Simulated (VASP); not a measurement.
**HfTa3N2: single point with PBE**

The system is HfTa3N2.

```
Hf Ta N
1.0
     3.99004    0.00000    0.00000
    -1.99502    3.45547    0.00000
     0.00000    0.00000    7.02710
Hf Ta N
1 3 2
Direct
  0.00000 0.00000 0.50000
  0.66574 0.00000 0.00000
  0.00000 0.66574 0.00000
  0.33426 0.33426 0.00000
  0.33333 0.66667 0.50000
  0.66667 0.33333 0.50000
```

```
Program                : VASP 6.6.1
Task                   : single point
Functional             : PBE
Potentials or basis    : VASP PAW PBE potentials, release 64 (Hf_pv, Ta_pv, N)
Cutoff                 : 520 eV
k mesh                 : 6 × 6 × 4
Occupations            : gaussian, width 0.1 eV
Spin                   : no spin polarisation
Dipole correction      : no
Further INCAR settings : ALGO = Normal; EDIFF = 1e-06; NBANDS = 36
```

The pressure is 57.5 GPa. The largest force is 0.912 eV/Å.

Forces in eV/Å, atoms in the order of the input:
```
Hf   0.000  0.000  0.000
Ta   0.912  0.000  0.000
Ta  -0.456  0.790  0.000
Ta  -0.456 -0.790  0.000
N    0.000  0.000  0.000
N    0.000  0.000  0.000
```

Stress tensor (GPa, compression positive):
```
90.58  0.00  0.00
 0.00 90.58  0.00
 0.00  0.00 -8.51
```

Levels at points of the mesh, in eV from the Fermi level:
| k point | band 22 | band 23 | band 24 | band 25 | band 26 | band 27 | band 28 | band 29 | band 30 | band 31 |
| --- | --- | --- | --- | --- | --- | --- | --- | --- | --- | --- |
| (0.00, 0.00, 0.00) | -1.98 | -1.96 | 0.65 | 0.75 | 0.75 | 0.87 | 0.87 | 1.28 | 1.45 | 1.45 |
| (0.50, 0.00, 0.00) | -2.32 | -2.15 | -1.59 | -1.33 | -0.66 | -0.51 | -0.40 | -0.24 | 0.63 | 2.23 |
| (0.00, 0.00, 0.50) | -1.94 | -1.16 | -1.12 | 0.43 | 0.75 | 0.75 | 0.93 | 0.93 | 1.35 | 1.35 |
| (0.50, 0.00, 0.50) | -2.34 | -2.30 | -2.18 | -0.88 | -0.65 | -0.65 | 0.20 | 0.55 | 0.58 | 1.40 |

Wall time 2.3 min on 1 thread of AMD EPYC 7R13 Processor (Zen 3), with other jobs on the host, peak memory 0.21 GiB.

Caveat: spin-orbit coupling is left out, which moves the levels of the heavy elements.
